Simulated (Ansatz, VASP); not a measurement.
# One calculation of Sn2As, two programs

```
Sn As
1.0
     0.00000    3.69891    3.69891
     3.69891    0.00000    3.69891
     3.69891    3.69891    0.00000
Sn As
2 1
Direct
  0.25000 0.25000 0.25000
  0.75000 0.75000 0.75000
  0.00000 0.00000 0.00000
```

Change from the starting cell: species swapped into the K2Te type (Fm-3m, No. 225).

Alike in both runs: task single point; functional PBE; k mesh 4 × 4 × 4; occupations gaussian, width 0.1 eV; no spin polarisation.

|  | VASP | Ansatz |
| --- | --- | --- |
| version | VASP 6.6.1 | Ansatz 0.2.0 |
| potentials or method | VASP PAW PBE potentials, release 64 (Sn_d, As), cutoff 520 eV | scalar-relativistic, plane waves, PAW |
| valence electrons in the cell | 33 | 43 |

```csv
,VASP,Ansatz,Ansatz less VASP
gap on the k mesh at the Fermi level (eV),none,none,-
pressure (GPa),-4.6,-4.6,0.00
```

A gap of «none» marks a metal or a gap that the smearing closes. The functional is the same, so the differences come from potentials, cutoffs and numerics. VASP's potentials hold 33 valence electrons a cell and Ansatz's 43, so a difference there can come from the potentials and not from the codes.

The k mesh is coarse, so the values compare programs but aren't converged.
